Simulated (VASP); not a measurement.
# AlNi3 in VASP: further runs

AlNi3 is run at these levels: PBE; tasks: single point, relaxation of cell and atoms.

Everything below comes from runs of VASP 6.6.1. Logs are shortened: lines on timing, memory, paths and dates and some standing lists are left out, and cuts for length are marked.

### Step 1. The cell of the first run

It takes space group P4/mmm (No. 123, tetragonal). The conventional cell has a = 3.602 Å, b = 3.602 Å, c = 3.523 Å, α = 90.00°, β = 90.00°, γ = 90.00°. Al (site symmetry 4/mmm) has 12 Ni at 2.52 to 2.55 Å within 3.3 Å. Within 3.3 Å of Ni (site symmetry mmm) lie 4 Al at 2.52 Å and 8 Ni at 2.52 to 2.55 Å. Within 3.3 Å of Ni (site symmetry 4/mmm) lie 8 Ni at 2.52 Å and 4 Al at 2.55 Å.

### Step 2. Single point, PBE, collinear spin, ferromagnetic start (biaxial strain in the a-b plane: +1.0 %, then relaxed in part)

Input file INCAR:

```
SYSTEM = AlNi3
ALGO     = Normal         ! electronic algorithm
EDIFF    = 1E-7           ! SCF threshold, eV
ENCUT    = 520            ! plane-wave cutoff, eV
GGA      = PE             ! functional
ISIF     = 2              ! what is computed and relaxed
ISMEAR   = 0              ! smearing method
ISPIN    = 2              ! spin polarisation
LASPH    = .TRUE.         ! aspherical terms in the spheres
LCHARG   = .FALSE.        ! write CHGCAR
LMAXMIX  = 4              ! l up to which the mixer works
LORBIT   = 11             ! projections on sites
LREAL    = .FALSE.        ! projectors in reciprocal space
LWAVE    = .FALSE.        ! write WAVECAR
MAGMOM   = 0 0.3 0.3 0.3  ! initial moments
NBANDS   = 28             ! bands
NELM     = 150            ! most SCF steps
PREC     = Accurate       ! precision mode
SIGMA    = 0.1            ! smearing width, eV
```

Input file KPOINTS:

```
k-points
0
G
  14 14 14
  0 0 0
```

Input file POSCAR:

```
AlNi3
1.0
    3.6023456716      0.0000000000      0.0000000000
    0.0000000000      3.6023456716      0.0000000000
    0.0000000000      0.0000000000      3.5227391415
Al Ni
1 3
Direct
    0.0000000000      0.0000000000      0.0000000000
    0.0000000000      0.5000000000      0.5000000000
    0.5000000000      0.0000000000      0.5000000000
    0.5000000000      0.5000000000      0.0000000000
```

Potentials or basis: VASP PAW PBE potentials, release 64 (Al, Ni).

Started as:

```console
$ cat potpaw_PBE.64/Al/POTCAR potpaw_PBE.64/Ni/POTCAR > POTCAR
$ mpirun -np 1 vasp_std > vasp.out
```

OUTCAR:

```text
SYSTEM = AlNi3
   EDIFF = 1E-7
   ENCUT = 520
   GGA = PE
   ISIF = 2
   ISMEAR = 0
   ISPIN = 2
   LASPH = .TRUE.
   LORBIT = 11
   LREAL = .FALSE.
   NELM = 150
   PREC = Accurate

 ion  position               nearest neighbor table
   1  0.000  0.000  0.000-   2 2.52   3 2.52   2 2.52   3 2.52   2 2.52   2 2.52   3 2.52   3 2.52
                             4 2.55   4 2.55   4 2.55   4 2.55
   2  0.000  0.500  0.500-   1 2.52   4 2.52   1 2.52   4 2.52   1 2.52   1 2.52   4 2.52   4 2.52
                             3 2.55   3 2.55   3 2.55   3 2.55
   3  0.500  0.000  0.500-   1 2.52   4 2.52   1 2.52   4 2.52   4 2.52   4 2.52   1 2.52   1 2.52
                             2 2.55   2 2.55   2 2.55   2 2.55
   4  0.500  0.500  0.000-   2 2.52   3 2.52   2 2.52   3 2.52   3 2.52   3 2.52   2 2.52   2 2.52
                             1 2.55   1 2.55   1 2.55   1 2.55

  LATTYP: Found a simple tetragonal cell.
 ALAT       =     3.6023456716
 C/A-ratio  =     0.9779014738

  Lattice vectors:

 A1 = (   3.6023456716,   0.0000000000,   0.0000000000)
 A2 = (   0.0000000000,   3.6023456716,   0.0000000000)
 A3 = (   0.0000000000,   0.0000000000,   3.5227391415)

Analysis of symmetry for initial positions (statically):
=====================================================================
 Subroutine PRICEL returns:
 Original cell was already a primitive cell.

 Routine SETGRP: Setting up the symmetry group for a
 simple tetragonal supercell.

 Subroutine GETGRP returns: Found 16 space group operations
 (whereof 16 operations were pure point group operations)
 out of a pool of 16 trial point group operations.

The static configuration has the point symmetry D_4h.

Analysis of symmetry for dynamics (positions and initial velocities):
=====================================================================
 Subroutine PRICEL returns:
 Original cell was already a primitive cell.

 Routine SETGRP: Setting up the symmetry group for a
 simple tetragonal supercell.

 Subroutine GETGRP returns: Found 16 space group operations
 (whereof 16 operations were pure point group operations)
 out of a pool of 16 trial point group operations.

The dynamic configuration has the point symmetry D_4h.

Analysis of structural, dynamic, and magnetic symmetry:
=====================================================================
 Subroutine PRICEL returns:
 Original cell was already a primitive cell.

 Routine SETGRP: Setting up the symmetry group for a
 simple tetragonal supercell.

 Subroutine GETGRP returns: Found 16 space group operations
 (whereof 16 operations were pure point group operations)
 out of a pool of 16 trial point group operations.

The overall configuration has the point symmetry D_4h.

 Subroutine INISYM returns: Found 16 space group operations
 (whereof 16 operations are pure point group operations),
 and found     1 'primitive' translations

----------------------------------------------------------------------------------------

                                     Primitive cell

  volume of cell :      45.7142

  direct lattice vectors                    reciprocal lattice vectors
     3.602345672  0.000000000  0.000000000     0.277596902  0.000000000  0.000000000
     0.000000000  3.602345672  0.000000000     0.000000000  0.277596902  0.000000000
     0.000000000  0.000000000  3.522739141     0.000000000  0.000000000  0.283870011

  length of vectors
     3.602345672  3.602345672  3.522739141     0.277596902  0.277596902  0.283870011

  position of ions in fractional coordinates (direct lattice)
     0.000000000  0.000000000  0.000000000
     0.000000000  0.500000000  0.500000000
     0.500000000  0.000000000  0.500000000
     0.500000000  0.500000000  0.000000000

  ion indices of the primitive-cell ions
   primitive index   ion index
                 1           1
                 2           2
                 3           3
                 4           4

----------------------------------------------------------------------------------------

 KPOINTS: k-points

Automatic generation of k-mesh.
 Grid dimensions read from file:
 generate k-points for:   14   14   14

 Generating k-lattice:

  Cartesian coordinates                     Fractional coordinates (reciprocal lattice)
     0.019828350  0.000000000  0.000000000     0.071428571  0.000000000  0.000000000
     0.000000000  0.019828350  0.000000000     0.000000000  0.071428571  0.000000000
     0.000000000  0.000000000  0.020276429     0.000000000  0.000000000  0.071428571

  Length of vectors
     0.019828350  0.019828350  0.020276429

  Shift w.r.t. Gamma in fractional coordinates (k-lattice)
     0.000000000  0.000000000  0.000000000

 Subroutine IBZKPT returns following result:
 ===========================================

 Found    288 irreducible k-points:

 Following reciprocal coordinates:
            Coordinates               Weight
  0.000000  0.000000  0.000000      1.000000
[... 33 lines left out ...]
   ISIF   =      2    stress and relaxation
   ISYM   =      2    0-nonsym 1-usesym 2-fastsym
   POTIM  = 0.5000    time-step for ionic-motion
   TEBEG  =    0.0;   TEEND  =   0.0 temperature during run
   PSTRESS=    0.0 pullay stress
   NELECT =      33.0000    total number of electrons
   NUPDOWN=      -1.0000    fix difference up-down
   EMIN   =  10.00;   EMAX   =-10.00  energy-range for DOS
   EFERMI =   0.00;   METHOD = LEGACY
   ISMEAR =     0;   SIGMA  =   0.10  broadening in eV -4-tet -1-fermi 0-gaus
   EFERMI_NEDOS =   21; number of points for ismear=-14 and -15
   IALGO  =     38    algorithm
   IMIX   =      4    mixing-type and parameters
     AMIX     =   0.40;   BMIX     =  1.00
     AMIX_MAG =   1.60;   BMIX_MAG =  1.00
  volume/ion in A,a.u.               =      11.43        77.12
  Fermi-wavevector in a.u.,A,eV,Ry     =   1.468574  2.775202 29.343801  2.156709
  Thomas-Fermi vector in A             =   2.584055
   LORBIT       =     11    0 simple, 1 ext, 2 COOP (PROOUT), +10 PAW based schemes
   GGA     = PE    functional components
   LHFCALC =     F    Hartree Fock is set to
   AEXX    =    0.0000 exact exchange contribution
   IVDW    =     0    specifies the selected vdW correction
   LEPSILON=     F    determine dielectric tensor
   LRPA    =     F    only Hartree local field effects (RPA)
 spin polarized calculation
 Gauss-broadening in eV      SIGMA  =   0.10
  energy-cutoff  :      520.00
  volume of cell :       45.71
 maximum number of plane-waves:      1257
 NGX is ok and might be reduce to    28
   NGX = 13   NGY = 13   NGZ = 13

 number of electron      33.0000019 magnetization       0.7106590

 Free energy of the ion-electron system (eV)
  ---------------------------------------------------
  ext. energy  EPLUGINS =         0.00000000
  ---------------------------------------------------
  free energy    TOTEN  =       -21.90003843 eV

  energy without entropy =      -21.88290719  energy(sigma->0) =      -21.89147281

 E-fermi :   9.3332     XC(G=0): -12.6151

 val. band max:        9.3296501411   @ k =   0.5000   0.0000   0.2143
 cond. band min:       9.3334186534   @ k =   0.4286   0.0000   0.2143
 fundamental gap:      0.0037685123
 Fermi energy:         9.3331659635

 spin component 1

 k-point     1 :       0.0000    0.0000    0.0000
  band No.  band energies     occupation
      1      -0.5351      1.00000
      2       5.1063      1.00000
      3       5.7435      1.00000
      4       5.7781      1.00000
      5       6.0914      1.00000
      6       6.1067      1.00000
[... 20 lines left out ...]
     27      23.1028      0.00000
[... 691 lines left out ...]
      6       6.5419      1.00000
[... 20 lines left out ...]
     27      22.8604      0.00000
     28      23.6037      0.00000

 [... further k-points ...]

 spin component 2

 k-point     1 :       0.0000    0.0000    0.0000
  band No.  band energies     occupation
      1      -0.5657      1.00000
      2       5.1846      1.00000
      3       5.8984      1.00000
      4       5.9273      1.00000
      5       6.3692      1.00000
      6       6.3995      1.00000
[... 20 lines left out ...]
     27      23.0987      0.00000
[... 691 lines left out ...]
      6       6.7669      1.00000
[... 20 lines left out ...]
     27      22.8796      0.00000
     28      23.6135      0.00000

 [... further k-points ...]
[... 5 lines left out ...]
  --------------------------------------------------------------------------------------
  -------------------------------------------------------------------------------------
  Total       -0.5515921     -0.5515921     -0.0049653      0.0000000     -0.0000000      0.0000000
  in kB      -19.3320263    -19.3320263     -0.1740234      0.0000000     -0.0000000      0.0000000
  external PRESSURE =     -12.9460254 kB  Pullay stress =       0.0000000 kB

 VOLUME and BASIS-vectors are now :
 -----------------------------------------------------------------------------
  energy-cutoff  :      520.00
  volume of cell :       45.71
      direct lattice vectors                 reciprocal lattice vectors
     3.602345672  0.000000000  0.000000000     0.277596902  0.000000000  0.000000000
     0.000000000  3.602345672  0.000000000     0.000000000  0.277596902  0.000000000
     0.000000000  0.000000000  3.522739141     0.000000000  0.000000000  0.283870011

 POSITION                                       TOTAL-FORCE (eV/Angst)
 -----------------------------------------------------------------------------------
      0.00000      0.00000      0.00000         0.000000      0.000000      0.000000
      0.00000      1.80117      1.76137         0.000000      0.000000      0.000000
      1.80117      0.00000      1.76137         0.000000      0.000000      0.000000
      1.80117      1.80117      0.00000         0.000000      0.000000      0.000000
 -----------------------------------------------------------------------------------
    total drift:                                0.000000      0.000000      0.000000

  FREE ENERGIE OF THE ION-ELECTRON SYSTEM (eV)
  ---------------------------------------------------
  free  energy   TOTEN  =       -21.9000384346 eV

  energy  without entropy=      -21.8829071869  energy(sigma->0) =      -21.89147281

 total charge

# of ion       s       p       d       tot
------------------------------------------
    1        0.407   0.387   0.000   0.794
    2        0.488   0.505   8.376   9.369
    3        0.488   0.505   8.376   9.369
    4        0.487   0.504   8.370   9.362
--------------------------------------------------
tot          1.869   1.902  25.123  28.894

 magnetization (x)

# of ion       s       p       d       tot
------------------------------------------
    1       -0.001  -0.008   0.000  -0.009
    2       -0.003  -0.010   0.263   0.250
    3       -0.003  -0.010   0.263   0.250
    4       -0.003  -0.009   0.276   0.264
--------------------------------------------------
tot         -0.010  -0.037   0.802   0.755
```

Wall time 17 min (1 thread of Oxide Virtual Turin-like, shared host); peak memory 0.53 GiB.

Results:

```
Free energy                                           : -21.9000 eV
Pressure                                              : -1.3 GPa
Net moment                                            : 0.71 μB per cell
Site moments                                          : Al -0.01; Ni +0.25, +0.26 (each value once) μB
Valence electrons inside the program's atomic spheres : Al 0.79; Ni 9.37, 9.36 (each value once)
```

Caveat: the cell differs from its parent crystal (biaxial strain in the a-b plane: +1.0 %, then relaxed in part).

### Step 3. Single point, PBE, collinear spin, ferromagnetic start (uniaxial strain along a: +3.0 %)

Input file INCAR:

```
SYSTEM = AlNi3
PREC = Accurate ; ENCUT = 520
EDIFF = 1E-6 ; ISMEAR = 0
SIGMA = 0.1 ; LREAL = .False.
LASPH = .True. ; NELM = 150
ALGO = Fast ; ISIF = 2
LWAVE = .False. ; LCHARG = .True.
ISPIN = 2 ; MAGMOM = 0 0.3 0.3 0.3
LORBIT = 11 ; LMAXMIX = 4
GGA = PE ; LELF = .True.
LVHAR = .True. ; NBANDS = 28
```

Input file KPOINTS:

```
Automatic mesh
0
Gamma
  14 14 14
  0 0 0
```

Input file POSCAR:

```
AlNi3
1.0
    3.6736792614      0.0000000000      0.0000000000
    0.0000000000      3.5399288029      0.0000000000
    0.0000000000      0.0000000000      3.5399288029
Al Ni
1 3
Direct
    0.0000000000      0.0000000000      0.0000000000
    0.0000000000      0.5000000000      0.5000000000
    0.5000000000      0.0000000000      0.5000000000
    0.5000000000      0.5000000000      0.0000000000
```

Potentials or basis: VASP PAW PBE potentials, release 64 (Al, Ni).

Started as:

```console
$ cat potpaw_PBE.64/Al/POTCAR potpaw_PBE.64/Ni/POTCAR > POTCAR
$ mpirun -np 1 vasp_std > vasp.out
```

Run time: 18 min. Hardware: 1 thread of Oxide Virtual Turin-like, shared host; peak memory 0.53 GiB.

Results (log left out):

- Free energy: -21.8876 eV
- Pressure: -2.6 GPa
- Net moment: 0.70 μB per cell
- Site moments: Al -0.01; Ni +0.24, +0.26 (each value once) μB
- Valence electrons inside the program's atomic spheres: Al 0.79; Ni 9.36, 9.35 (each value once)

Stress tensor (GPa, compression positive):
```
-5.08  0.00  0.00
 0.00 -1.34  0.00
 0.00  0.00 -1.34
```

Levels at points of the mesh, in eV from the Fermi level:
Spin up:
```tsv
k point	band 14	band 15	band 16	band 17	band 18	band 19	band 20	band 21
(0.00, 0.00, 0.00)	-0.14	-0.14	-0.01	0.37	1.13	1.13	6.04	6.68
(0.50, 0.00, 0.00)	-1.12	-1.03	-0.43	-0.01	5.34	5.34	5.67	5.67
(0.00, 0.50, 0.00)	-1.09	-1.01	-0.54	-0.14	5.12	5.13	5.72	5.78
(0.50, 0.50, 0.00)	-1.15	-0.99	-0.97	-0.58	0.74	0.76	8.10	8.12
(0.00, 0.50, 0.50)	-1.12	-0.92	-0.88	-0.54	0.88	0.88	7.73	7.76
(0.50, 0.50, 0.50)	-1.13	-0.96	-0.31	-0.24	-0.24	-0.12	3.23	3.78
```
Spin down:
```csv
k point,band 13,band 14,band 15,band 16,band 17,band 18,band 19,band 20
"(0.00, 0.00, 0.00)",0.00,0.28,0.28,0.33,0.44,1.09,1.09,6.13
"(0.50, 0.00, 0.00)",-0.81,-0.81,-0.80,-0.23,0.44,5.39,5.39,5.71
"(0.00, 0.50, 0.00)",-0.94,-0.90,-0.78,-0.36,0.28,5.17,5.19,5.77
"(0.50, 0.50, 0.00)",-1.08,-1.00,-0.79,-0.59,-0.44,1.02,1.04,8.12
"(0.00, 0.50, 0.50)",-1.04,-1.02,-0.69,-0.51,-0.42,1.17,1.17,7.75
"(0.50, 0.50, 0.50)",-1.08,-0.95,-0.77,-0.14,0.06,0.13,0.13,3.33
```

Caveat: the cell differs from its parent crystal (uniaxial strain along a: +3.0 %).

### Step 4. Relaxation of cell and atoms, PBE, collinear spin, ferromagnetic start, target pressure 8 GPa, at which the enthalpy is minimised

This run uses another cell than the first one, of 10.89 Å³/atom.

Input file INCAR:

```
PREC = Accurate
ENCUT = 600
EDIFF = 1E-6
ISMEAR = 0
SIGMA = 0.1
LREAL = F
LASPH = T
NELM = 150
ALGO = Fast
ISIF = 3
LWAVE = F
LCHARG = F
ISPIN = 2
MAGMOM = 0 0.3 0.3 0.3
LORBIT = 11
LMAXMIX = 4
GGA = PE
IBRION = 2
NSW = 70
EDIFFG = -0.008
PSTRESS = 80.0
```

Input file KPOINTS:

```
regular mesh
0
Gamma
  12 12 12
```

Input file POSCAR:

```
AlNi3
1.0
    3.5182267572      0.0000000000      0.0000000000
    0.0000000000      3.5182267572      0.0000000000
    0.0000000000      0.0000000000      3.5182267572
Al Ni
1 3
Direct
    0.0000000000      0.0000000000      0.0000000000
    0.0000000000      0.5000000000      0.5000000000
    0.5000000000      0.0000000000      0.5000000000
    0.5000000000      0.5000000000      0.0000000000
```

Started as:

```console
$ cat potpaw_PBE.64/Al/POTCAR potpaw_PBE.64/Ni/POTCAR > POTCAR
$ mpirun -np 1 vasp_std > vasp.out
```

It took 2.2 min on 1 thread of Oxide Virtual Turin-like, shared host; peak memory 0.24 GiB.

It converged, with:

- Free energy: -21.8600 eV
- Pressure after relaxing: 8.1 GPa
- Net moment: 0.69 μB per cell
- Site moments: Al -0.01; Ni +0.24 μB
- Valence electrons inside the program's atomic spheres: Al 0.82; Ni 9.46

Final structure:
```yaml
crystal:
  lattice:
    - [3.51823, 0.00000, 0.00000]
    - [0.00000, 3.51823, 0.00000]
    - [0.00000, 0.00000, 3.51823]
  atoms:
    - { symbol: Al, position: [0.00000, 0.00000, 0.00000] }
    - { symbol: Ni, position: [0.00000, 0.50000, 0.50000] }
    - { symbol: Ni, position: [0.50000, 0.00000, 0.50000] }
    - { symbol: Ni, position: [0.50000, 0.50000, 0.00000] }
```

Levels at points of the mesh, in eV from the Fermi level:
Spin up:
| k point | band 13 | band 14 | band 15 | band 16 | band 17 | band 18 | band 19 | band 20 |
| --- | --- | --- | --- | --- | --- | --- | --- | --- |
| (0.00, 0.00, 0.00) | -0.26 | -0.07 | -0.07 | -0.07 | 0.88 | 0.88 | 0.88 | 6.75 |
| (0.50, 0.00, 0.00) | -1.27 | -1.21 | -1.08 | -0.52 | -0.07 | 5.67 | 5.69 | 5.70 |
| (0.50, 0.50, 0.00) | -1.36 | -1.24 | -1.02 | -1.00 | -0.60 | 0.89 | 0.89 | 8.37 |
| (0.50, 0.50, 0.50) | -1.35 | -1.11 | -1.11 | -0.25 | -0.25 | -0.25 | -0.22 | 3.60 |
Spin down:
| k point | band 13 | band 14 | band 15 | band 16 | band 17 | band 18 | band 19 | band 20 |
| --- | --- | --- | --- | --- | --- | --- | --- | --- |
| (0.00, 0.00, 0.00) | 0.01 | 0.36 | 0.36 | 0.36 | 0.84 | 0.84 | 0.84 | 6.83 |
| (0.50, 0.00, 0.00) | -0.97 | -0.97 | -0.86 | -0.34 | 0.36 | 5.72 | 5.74 | 5.74 |
| (0.50, 0.50, 0.00) | -1.19 | -1.13 | -0.82 | -0.62 | -0.47 | 1.17 | 1.17 | 8.56 |
| (0.50, 0.50, 0.50) | -1.21 | -0.93 | -0.93 | -0.24 | 0.11 | 0.11 | 0.11 | 3.69 |

Caveat: the relaxation stopped at its first step, so nothing moved; the cell is relaxed towards a set pressure, so the run minimises the enthalpy, not the energy.

### Step 5. Summary

| task | cell | k mesh | cutoff (eV) | gap on the mesh (eV) | pressure (GPa) | moment (μB) |
| --- | --- | --- | --- | --- | --- | --- |
| single point | a = 3.602, b = 3.602, c = 3.523 Å, 4 atoms | 14 × 14 × 14 | 520 | none | -1.3 | 0.71 |
| single point | a = 3.674, b = 3.540, c = 3.540 Å, 4 atoms | 14 × 14 × 14 | 520 | none | -2.6 | 0.70 |
| relaxation of cell and atoms | relaxed to 8 GPa from a = 3.518 Å, 4 atoms | 12 × 12 × 12 | 600 | none | 8.1 | 0.69 |

Alike in all rows: level PBE; potentials or basis VASP PAW PBE potentials, release 64 (Al, Ni); spin collinear, ferromagnetic start; smearing gaussian 0.1 eV.

Caveats: the relaxation stopped at its first step, so nothing moved (at least some runs); the cell is relaxed towards a set pressure, so the run minimises the enthalpy, not the energy (at least some runs).

Total energies depend on the potentials used, so only differences within one code and one set of settings carry meaning.
